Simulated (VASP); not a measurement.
KBr:

```
K Br
1.0
     0.12791    3.43015    3.43015
     3.43015    0.12791    3.43015
     3.43015    3.43015    0.12791
K Br
1 1
Cartesian
  0.0000 0.0000 0.0000
  3.4941 3.4941 3.4941
```

This cell differs from its parent crystal: strain along [111] +5.8%.

Base run:

| Item | Value |
| --- | --- |
| Program | VASP 6.6.1 |
| Functional | HSE06 |
| Potentials or basis | VASP PAW PBE potentials, release 64 (K_sv, Br) |
| Cutoff | 520 eV |
| k mesh | 4 × 4 × 4 |
| Occupations | gaussian, width 0.01 eV |
| Spin | no spin polarisation |

Its results: band gap on the k mesh 5.37 eV, direct; pressure -0.4 GPa.

Q: The run is repeated on the same cell with these changes: functional from HSE06 to r2SCAN; k mesh from 4 × 4 × 4 to 6 × 6 × 6. What comes out?

A: Band gap on the k mesh 4.86 eV, direct; pressure -0.8 GPa.

Several settings changed at once, so the effect can't be laid on one alone.

Caveats: the PAW data sets were made with another functional, which shifts forces and pressure a little.

